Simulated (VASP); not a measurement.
Write the native input for VASP 6.6.1 that does the following.

* Task: relaxation of cell and atoms
* Functional: LDA
* Potentials or basis: VASP PAW LDA potentials, release 64 (Cu, O)
* Cutoff: 600 eV
* k mesh: 11 × 11 × 11
* Occupations: fermi-dirac, width 0.05 eV
* Spin: no spin polarisation
* Dipole correction: no
* Further INCAR settings: ALGO = Normal; EDIFF = 1e-07; IBRION = 2; EDIFFG = -0.01; NSW = 60; ISIF = 3

The structure of CuO lies in POSCAR:

```
CuO
1.0
    0.0000000000      2.1165600000      2.1165600000
    2.1165600000      0.0000000000      2.1165600000
    2.1165600000      2.1165600000      0.0000000000
Cu O
1 1
Direct
    0.0294977200      0.0281008700      0.9080259900
    0.4705022800      0.4718991300      0.5919740100
```

These files were run (other wordings do the same):

INCAR

```
SYSTEM = CuO
PREC     = Accurate       ! precision mode
ENCUT    = 600            ! plane-wave cutoff, eV
EDIFF    = 1E-7           ! SCF threshold, eV
ISMEAR   = -1             ! smearing method
SIGMA    = 0.05           ! smearing width, eV
LREAL    = .FALSE.        ! projectors in reciprocal space
LASPH    = .TRUE.         ! aspherical terms in the spheres
NELM     = 60             ! most SCF steps
ALGO     = Normal         ! electronic algorithm
ISIF     = 3              ! what is computed and relaxed
LWAVE    = .FALSE.        ! write WAVECAR
LCHARG   = .FALSE.        ! write CHGCAR
GGA      = CA             ! functional
IBRION   = 2              ! ionic algorithm
NSW      = 60             ! ionic steps
EDIFFG   = -0.01          ! ionic threshold
```

KPOINTS

```
regular mesh
0
G
  11 11 11
  0 0 0
```

Potentials or basis: VASP PAW LDA potentials, release 64 (Cu, O).

Launch:

```bash
$ cat potpaw_LDA.64/Cu/POTCAR potpaw_LDA.64/O/POTCAR > POTCAR
$ mpirun -np 1 vasp_std > vasp.out
```

Results of the run:

```json
{
  "Relaxed volume": "8.78 Å³/atom",
  "Relaxed cell": "a = 2.917 Å, b = 2.918 Å, c = 2.918 Å, α = 59.97°, β = 60.01°, γ = 59.99°",
  "Space group after relaxing (to 0.1 Å)": "Fm-3m (No. 225)",
  "Energy gained by relaxing": "203.3 meV/atom",
  "Ionic steps": "25",
  "Pressure after relaxing": "0.0 GPa",
  "Largest force after relaxing": "0.003 eV/Å",
  "Band gap on the k mesh": "zero (an odd number of electrons rules out a gap without spin polarisation)"
}
```

Caveat: an odd number of electrons without spin polarisation forces a metal; a magnetic or distorted state may lie lower; semilocal functionals often make such compounds metallic where correlation or magnetic order opens a gap, which also shifts bond lengths.

It took 48 min on 1 thread of Intel Xeon 8259CL, with other jobs on the host, peak memory 0.38 GiB.
